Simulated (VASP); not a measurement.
# Sr (P6/mmm) in VASP: a series of runs

Sr is run at these levels: PBEsol; tasks: single point.

Everything below comes from runs of VASP 6.6.1. Logs are shortened: lines on timing, memory, paths and dates and some standing lists are left out, and cuts for length are marked.

**1. The cell of the first run**

The structure is hexagonal, space group P6/mmm (No. 191). Conventional cell: a = 6.721 Å, b = 6.721 Å, c = 3.996 Å, α = 90.00°, β = 90.00°, γ = 120.00°. Within 5.2 Å of Sr (site symmetry 6/mmm) lie 14 Sr at 4.00 to 4.36 Å. Sr (site symmetry -6m2) has 11 Sr at 3.88 to 4.36 Å within 5.1 Å.

This isn't the form of Sr at room conditions, which is fcc.

**2. Single point, PBEsol**

The input, INCAR:

```
PREC = Accurate
ENCUT = 520
EDIFF = 1E-7
ISMEAR = 0
SIGMA = 0.1
LREAL = False
LASPH = True
NELM = 100
ALGO = Fast
ISIF = 2
LWAVE = False
LCHARG = True
GGA = PS
LELF = True
LVHAR = True
NBANDS = 22
```

The input, KPOINTS:

```
regular mesh
0
Gamma
  9 9 10
```

The input, POSCAR:

```
Sr
1.0
    6.7208512541      0.0000000000      0.0000000000
   -3.3604256271      5.8204279211      0.0000000000
    0.0000000000      0.0000000000      3.9955090422
Sr
3
Direct
    0.0000000000      0.0000000000      0.0000000000
    0.3333333333      0.6666666667      0.5000000000
    0.6666666667      0.3333333333      0.5000000000
```

Potentials or basis: VASP PAW PBE potentials, release 64 (Sr_sv).

Command:

```bash
> cat potpaw_PBE.64/Sr_sv/POTCAR > POTCAR
> mpirun -np 1 vasp_std > vasp.out
```

OUTCAR:

```text
PREC = Accurate
   ENCUT = 520
   EDIFF = 1E-7
   ISMEAR = 0
   LREAL = False
   LASPH = True
   NELM = 100
   ISIF = 2
   GGA = PS

 ion  position               nearest neighbor table
   1  0.000  0.000  0.000-   2 4.36   3 4.36   2 4.36   3 4.36   3 4.36   3 4.36   2 4.36   2 4.36
                             3 4.36   3 4.36   2 4.36   2 4.36
   2  0.333  0.667  0.500-   3 3.88   3 3.88   3 3.88   1 4.36   1 4.36   1 4.36   1 4.36   1 4.36
                             1 4.36
   3  0.667  0.333  0.500-   2 3.88   2 3.88   2 3.88   1 4.36   1 4.36   1 4.36   1 4.36   1 4.36
                             1 4.36

  LATTYP: Found a hexagonal cell.
 ALAT       =     6.7208512541
 C/A-ratio  =     0.5944944905

  Lattice vectors:

 A1 = (   6.7208512541,   0.0000000000,   0.0000000000)
 A2 = (  -3.3604256271,   5.8204279211,   0.0000000000)
 A3 = (   0.0000000000,   0.0000000000,   3.9955090422)

Analysis of symmetry for initial positions (statically):
=====================================================================
 Subroutine PRICEL returns:
 Original cell was already a primitive cell.

 Routine SETGRP: Setting up the symmetry group for a
 hexagonal supercell.

 Subroutine GETGRP returns: Found 24 space group operations
 (whereof 24 operations were pure point group operations)
 out of a pool of 24 trial point group operations.

The static configuration has the point symmetry D_6h.

Analysis of symmetry for dynamics (positions and initial velocities):
=====================================================================
 Subroutine PRICEL returns:
 Original cell was already a primitive cell.

 Routine SETGRP: Setting up the symmetry group for a
 hexagonal supercell.

 Subroutine GETGRP returns: Found 24 space group operations
 (whereof 24 operations were pure point group operations)
 out of a pool of 24 trial point group operations.

The dynamic configuration has the point symmetry D_6h.

 Subroutine INISYM returns: Found 24 space group operations
 (whereof 24 operations are pure point group operations),
 and found     1 'primitive' translations

----------------------------------------------------------------------------------------

                                     Primitive cell

  volume of cell :     156.2972

  direct lattice vectors                    reciprocal lattice vectors
     6.720851254  0.000000000  0.000000000     0.148790676  0.085904337  0.000000000
    -3.360425627  5.820427921  0.000000000     0.000000000  0.171808673  0.000000000
     0.000000000  0.000000000  3.995509042     0.000000000  0.000000000  0.250281000

  length of vectors
     6.720851254  6.720851254  3.995509042     0.171808673  0.171808673  0.250281000

  position of ions in fractional coordinates (direct lattice)
     0.000000000  0.000000000  0.000000000
     0.333333333  0.666666667  0.500000000
     0.666666667  0.333333333  0.500000000

  ion indices of the primitive-cell ions
   primitive index   ion index
                 1           1
                 2           2
                 3           3

----------------------------------------------------------------------------------------

 KPOINTS: regular mesh

Automatic generation of k-mesh.
 Grid dimensions read from file:
 generate k-points for:    9    9   10

 Generating k-lattice:

  Cartesian coordinates                     Fractional coordinates (reciprocal lattice)
     0.016532297  0.009544926  0.000000000     0.111111111  0.000000000  0.000000000
     0.000000000  0.019089853  0.000000000     0.000000000  0.111111111  0.000000000
     0.000000000  0.000000000  0.025028100     0.000000000  0.000000000  0.100000000

  Length of vectors
     0.019089853  0.019089853  0.025028100

  Shift w.r.t. Gamma in fractional coordinates (k-lattice)
     0.000000000  0.000000000  0.000000000

 Subroutine IBZKPT returns following result:
 ===========================================

 Found     72 irreducible k-points:

 Following reciprocal coordinates:
            Coordinates               Weight
  0.000000  0.000000  0.000000      1.000000
  0.111111  0.000000  0.000000      6.000000
  0.222222 -0.000000  0.000000      6.000000
  0.333333  0.000000  0.000000      6.000000
  0.444444 -0.000000  0.000000      6.000000
  0.111111  0.111111  0.000000      6.000000
[... 16 lines left out ...]
  0.333333  0.222222  0.100000     24.000000
  0.333333  0.333333  0.100000      4.000000
 [... further k-points ...]
   k-points           NKPTS =     72   k-points in BZ     NKDIM =     72   number of bands    NBANDS=     22
   number of dos      NEDOS =    301   number of ions     NIONS =      3
   total plane-waves  NPLWV =  75000
   dimension x,y,z NGX =    50 NGY =   50 NGZ =   30
   dimension x,y,z NGXF=   100 NGYF=  100 NGZF=   60
   ions per type =               3
   NGX,Y,Z   is equivalent  to a cutoff of  12.37, 12.37, 12.48 a.u.
   NGXF,Y,Z  is equivalent  to a cutoff of  24.74, 24.74, 24.96 a.u.
 SYSTEM =  unknown system
   PREC   = accura    normal or accurate (medium, high low for compatibility)
   ISTART =      0    job   : 0-new  1-cont  2-samecut
   ICHARG =      2    charge: 1-file 2-atom 10-const
   ISPIN  =      1    spin polarized calculation?
   LNONCOLLINEAR =      F non collinear calculations
   LSORBIT =      F    spin-orbit coupling
   LASPH  =      T    aspherical Exc in radial PAW
   ENCUT  =  520.0 eV  38.22 Ry    6.18 a.u.  12.50 12.50  7.43*2*pi/ulx,y,z
   NELM   =    100;   NELMIN=  2; NELMDL= -5     # of ELM steps
   EDIFF  = 0.1E-06   stopping-criterion for ELM
   LREAL  =      F    real-space projection
   EDIFFG = 0.1E-05   stopping-criterion for IOM
   NSW    =      0    number of steps for IOM
   IBRION =     -1    ionic relax: 0-MD 1-quasi-New 2-CG
   NFREE  =      0    steps in history (QN), initial steepest desc. (CG)
   ISIF   =      2    stress and relaxation
   ISYM   =      2    0-nonsym 1-usesym 2-fastsym
   POTIM  = 0.5000    time-step for ionic-motion
   TEBEG  =    0.0;   TEEND  =   0.0 temperature during run
   PSTRESS=    0.0 pullay stress
   NELECT =      30.0000    total number of electrons
   NUPDOWN=      -1.0000    fix difference up-down
   EMIN   =  10.00;   EMAX   =-10.00  energy-range for DOS
   EFERMI =   0.00;   METHOD = LEGACY
   ISMEAR =     0;   SIGMA  =   0.10  broadening in eV -4-tet -1-fermi 0-gaus
   EFERMI_NEDOS =   21; number of points for ismear=-14 and -15
   IALGO  =     68    algorithm
   IMIX   =      4    mixing-type and parameters
     AMIX     =   0.40;   BMIX     =  1.00
     AMIX_MAG =   1.60;   BMIX_MAG =  1.00
  volume/ion in A,a.u.               =      52.10       351.58
  Fermi-wavevector in a.u.,A,eV,Ry     =   0.944347  1.784557 12.133550  0.891791
  Thomas-Fermi vector in A             =   2.072143
   LORBIT       =      0    0 simple, 1 ext, 2 COOP (PROOUT), +10 PAW based schemes
   GGA     = PS    functional components
   LHFCALC =     F    Hartree Fock is set to
   AEXX    =    0.0000 exact exchange contribution
   IVDW    =     0    specifies the selected vdW correction
   LEPSILON=     F    determine dielectric tensor
   LRPA    =     F    only Hartree local field effects (RPA)
 non-spin polarized calculation
 RMM-DIIS sequential band-by-band and
 Gauss-broadening in eV      SIGMA  =   0.10
  energy-cutoff  :      520.00
  volume of cell :      156.30
 maximum number of plane-waves:      4263
 NGX is ok and might be reduce to    50

 number of electron      30.0000000 magnetization

 Free energy of the ion-electron system (eV)
  ---------------------------------------------------
  ext. energy  EPLUGINS =         0.00000000
  ---------------------------------------------------
  free energy    TOTEN  =        -5.36070773 eV

  energy without entropy =       -5.33186874  energy(sigma->0) =       -5.34628823

 E-fermi :   1.7044     XC(G=0):  -7.5984

 val. band max:        1.7033400048   @ k =   0.0000   0.0000   0.4000
 cond. band min:       1.7061146218   @ k =   0.4444  -0.0000   0.5000
 fundamental gap:      0.0027746169
 Fermi energy:         1.7044192209

 k-point     1 :       0.0000    0.0000    0.0000
  band No.  band energies     occupation
      1     -34.7811      2.00000
      2     -34.7551      2.00000
      3     -34.7248      2.00000
      4     -16.8856      2.00000
      5     -16.8856      2.00000
      6     -16.7738      2.00000
[... 14 lines left out ...]
     21       4.4123      0.00000
     22       4.4124      0.00000

 k-point     2 :       0.1111    0.0000    0.0000
  band No.  band energies     occupation
      1     -34.7804      2.00000
      2     -34.7558      2.00000
      3     -34.7249      2.00000
      4     -16.8916      2.00000
      5     -16.8858      2.00000
      6     -16.7657      2.00000
[... 14 lines left out ...]
     21       4.2818      0.00000
     22       4.4729      0.00000

 k-point     3 :       0.2222   -0.0000    0.0000
  band No.  band energies     occupation
      1     -34.7783      2.00000
      2     -34.7577      2.00000
      3     -34.7251      2.00000
      4     -16.9045      2.00000
      5     -16.8817      2.00000
      6     -16.7466      2.00000
[... 14 lines left out ...]
     21       3.9495      0.00000
     22       4.6484      0.00000

 k-point     4 :       0.3333    0.0000    0.0000
  band No.  band energies     occupation
      1     -34.7752      2.00000
      2     -34.7604      2.00000
      3     -34.7254      2.00000
      4     -16.9166      2.00000
      5     -16.8675      2.00000
      6     -16.7395      2.00000
[... 14 lines left out ...]
     21       3.5426      0.00000
     22       4.4995      0.00000

 k-point     5 :       0.4444   -0.0000    0.0000
  band No.  band energies     occupation
      1     -34.7724      2.00000
      2     -34.7631      2.00000
      3     -34.7256      2.00000
      4     -16.9235      2.00000
      5     -16.8474      2.00000
      6     -16.7669      2.00000
[... 14 lines left out ...]
     21       3.4355      0.00000
     22       4.4294      0.00000

 k-point     6 :       0.1111    0.1111    0.0000
  band No.  band energies     occupation
      1     -34.7789      2.00000
      2     -34.7571      2.00000
      3     -34.7250      2.00000
      4     -16.8995      2.00000
      5     -16.8852      2.00000
      6     -16.7514      2.00000
[... 14 lines left out ...]
     21       4.0497      0.00000
     22       4.6306      0.00000

 k-point     7 :       0.2222    0.1111    0.0000
  band No.  band energies     occupation
      1     -34.7763      2.00000
      2     -34.7594      2.00000
      3     -34.7253      2.00000
      4     -16.9094      2.00000
      5     -16.8775      2.00000
      6     -16.7381      2.00000
[... 324 lines left out ...]
      6     -16.7596      2.00000
[... 14 lines left out ...]
     21       3.5070      0.00000
     22       4.2684      0.00000

 k-point    21 :       0.4444    0.1111    0.1000
  band No.  band energies     occupation
      1     -34.7702      2.00000
      2     -34.7630      2.00000
      3     -34.7246      2.00000
      4     -16.9166      2.00000
      5     -16.8427      2.00000
      6     -16.7791      2.00000
[... 14 lines left out ...]
     21       3.4598      0.00000
     22       4.2401      0.00000

 k-point    22 :       0.2222    0.2222    0.1000
  band No.  band energies     occupation
      1     -34.7724      2.00000
      2     -34.7610      2.00000
      3     -34.7245      2.00000
      4     -16.9084      2.00000
      5     -16.8636      2.00000
      6     -16.7589      2.00000
[... 14 lines left out ...]
     21       3.5339      0.00000
     22       4.3276      0.00000

 k-point    23 :       0.3333    0.2222    0.1000
  band No.  band energies     occupation
      1     -34.7695      2.00000
      2     -34.7637      2.00000
      3     -34.7246      2.00000
      4     -16.9097      2.00000
      5     -16.8445      2.00000
      6     -16.7914      2.00000
[... 14 lines left out ...]
     21       3.4003      0.00000
     22       4.3358      0.00000

 k-point    24 :       0.3333    0.3333    0.1000
  band No.  band energies     occupation
      1     -34.7666      2.00000
      2     -34.7666      2.00000
      3     -34.7247      2.00000
      4     -16.9071      2.00000
      5     -16.8225      2.00000
      6     -16.8225      2.00000
[... 14 lines left out ...]
     21       3.2739      0.00000
     22       4.4977      0.00000

 [... further k-points ...]
[... 5 lines left out ...]
  --------------------------------------------------------------------------------------
  -------------------------------------------------------------------------------------
  Total        0.0122233      0.0122233     -0.0141871     -0.0000000      0.0000000      0.0000000
  in kB        0.1252995      0.1252995     -0.1454299     -0.0000000      0.0000000      0.0000000
  external PRESSURE =       0.0350564 kB  Pullay stress =       0.0000000 kB

 VOLUME and BASIS-vectors are now :
 -----------------------------------------------------------------------------
  energy-cutoff  :      520.00
  volume of cell :      156.30
      direct lattice vectors                 reciprocal lattice vectors
     6.720851254  0.000000000  0.000000000     0.148790676  0.085904337  0.000000000
    -3.360425627  5.820427921  0.000000000     0.000000000  0.171808673  0.000000000
     0.000000000  0.000000000  3.995509042     0.000000000  0.000000000  0.250281000

 POSITION                                       TOTAL-FORCE (eV/Angst)
 -----------------------------------------------------------------------------------
      0.00000      0.00000      0.00000        -0.000000      0.000000      0.000000
     -0.00000      3.88029      1.99775        -0.000000     -0.000000      0.000000
      3.36043      1.94014      1.99775         0.000000      0.000000      0.000000
 -----------------------------------------------------------------------------------
    total drift:                                0.000000     -0.000000      0.000000

  FREE ENERGIE OF THE ION-ELECTRON SYSTEM (eV)
  ---------------------------------------------------
  free  energy   TOTEN  =        -5.3607077253 eV

  energy  without entropy=       -5.3318687373  energy(sigma->0) =       -5.34628823
```

Run time: 10 min. Hardware: 1 thread of Intel Xeon 8259CL, shared host; peak memory 0.35 GiB.

Results:

```yaml
Free_energy: -5.3607 eV
Pressure: 0.0 GPa
Band_gap_on_the_k_mesh: zero (bands 15 and 16 overlap by 0.19 eV)
```

Levels at points of the mesh, in eV from the Fermi level:
```tsv
k point	band 12	band 13	band 14	band 15	band 16	band 17	band 18	band 19
(0.00, 0.00, 0.00)	-18.35	-3.76	-0.17	0.16	0.16	0.21	0.21	0.52
(0.00, 0.00, 0.50)	-18.39	-1.41	-0.93	-0.03	-0.03	0.14	0.14	1.75
```

Caveat: the PAW data sets were made with another functional, which shifts forces and pressure a little.

**3. Single point, PBEsol**

The input, INCAR:

```
SYSTEM = Sr
PREC = Accurate ; ENCUT = 520
EDIFF = 1E-6 ; ISMEAR = 0
SIGMA = 0.1 ; LREAL = .FALSE.
LASPH = .TRUE. ; NELM = 100
ALGO = Fast ; ISIF = 2
LWAVE = .FALSE. ; LCHARG = .FALSE.
GGA = PS ; NBANDS = 22
```

The input, KPOINTS:

```
Automatic mesh
0
G
  9 9 12
  0 0 0
```

The input, POSCAR:

```
Sr
1.0
    6.7226099207      0.0000000000      0.0000000000
   -3.3613049604      5.8219509710      0.0000000000
    0.0000000000      0.0000000000      3.9915132057
Sr
3
Direct
    0.0000000000      0.0000000000      0.0000000000
    0.3333333333      0.6666666667      0.5000000000
    0.6666666667      0.3333333333      0.5000000000
```

Potentials or basis: VASP PAW PBE potentials, release 64 (Sr_sv).

Command:

```bash
> cat potpaw_PBE.64/Sr_sv/POTCAR > POTCAR
> mpirun -np 1 vasp_std > vasp.out
```

It took 9.2 min on 1 thread of Intel Xeon 8259CL, shared host; peak memory 0.37 GiB.

Results (log left out):

```yaml
Free_energy: -5.3607 eV
Pressure: 0.0 GPa
Band_gap_on_the_k_mesh: zero (bands 15 and 16 overlap by 0.19 eV)
```

Levels at points of the mesh, in eV from the Fermi level:
| k point | band 13 | band 14 | band 15 | band 16 | band 17 | band 18 |
| --- | --- | --- | --- | --- | --- | --- |
| (0.00, 0.00, 0.00) | -3.76 | -0.18 | 0.15 | 0.15 | 0.20 | 0.20 |
| (0.00, 0.00, 0.50) | -1.41 | -0.93 | -0.04 | -0.04 | 0.13 | 0.13 |

Caveat: the PAW data sets were made with another functional, which shifts forces and pressure a little.

**4. Single point, PBEsol**

This run uses another cell than the first one: it holds 1 atom, not 3.

The input, INCAR:

```
ALGO = Normal ; EDIFF = 1E-6
ENCUT = 520 ; GGA = PS
ISIF = 2 ; ISMEAR = 0
LASPH = T ; LCHARG = F
LREAL = F ; LWAVE = F
NBANDS = 11 ; NELM = 80
PREC = Accurate ; SIGMA = 0.1
```

The input, KPOINTS:

```
k-points
0
Gamma
  6 6 6
```

The input, POSCAR:

```
Sr
1.0
    4.1555776753      0.0000000000      0.0000000000
   -2.0777888376      3.5988358342      0.0000000000
    0.0000000000      0.0000000000      3.8828678903
Sr
1
Direct
    0.0000000000      0.0000000000      0.0000000000
```

Command:

```bash
> cat potpaw_PBE.64/Sr_sv/POTCAR > POTCAR
> mpirun -np 1 vasp_std > vasp.out
```

Run time: 17 s. Hardware: 1 thread of Oxide Virtual Turin-like, shared host; peak memory 0.15 GiB.

It converged, with:

- Free energy: -1.6054 eV
- Pressure: -1.0 GPa
- Band gap on the k mesh: zero (bands 5 and 6 overlap by 0.78 eV)

Stress tensor (GPa, compression positive):
```
-1.28  0.00  0.00
 0.00 -1.28  0.00
 0.00  0.00 -0.48
```

Levels at points of the mesh, in eV from the Fermi level:
```tsv
k point	band 3	band 4	band 5	band 6	band 7	band 8
(0.00, 0.00, 0.00)	-18.59	-18.55	-3.43	0.83	2.32	2.32
(0.50, 0.00, 0.00)	-18.63	-18.53	-1.01	0.09	1.00	3.24
(0.00, 0.00, 0.50)	-18.56	-18.56	-1.34	-0.20	2.80	2.80
(0.50, 0.00, 0.50)	-18.75	-18.61	-0.22	0.52	2.48	2.53
```

Caveat: the PAW data sets were made with another functional, which shifts forces and pressure a little.

**5. The runs side by side**

| cell | k mesh | gap on the mesh (eV) | pressure (GPa) |
| --- | --- | --- | --- |
| a = 6.721, b = 6.721, c = 3.996 Å, angles 90.0, 90.0, 120.0°, 3 atoms, atomic positions A | 9 × 9 × 10 | none | 0.0 |
| a = 6.723, b = 6.723, c = 3.992 Å, angles 90.0, 90.0, 120.0°, 3 atoms, atomic positions A | 9 × 9 × 12 | none | 0.0 |
| a = 4.156, b = 4.156, c = 3.883 Å, angles 90.0, 90.0, 120.0°, 1 atom, atomic positions B | 6 × 6 × 6 | none | -1.0 |

Alike in all rows: task single point; level PBEsol; potentials or basis VASP PAW PBE potentials, release 64 (Sr_sv); no spin polarisation; cutoff (eV) 520; smearing gaussian 0.1 eV.

Caveats: the PAW data sets were made with another functional, which shifts forces and pressure a little.

Absolute energies hang on the potentials; compare differences alone.

The gap in the log of VASP goes by the Fermi energy; the results here count the filled bands.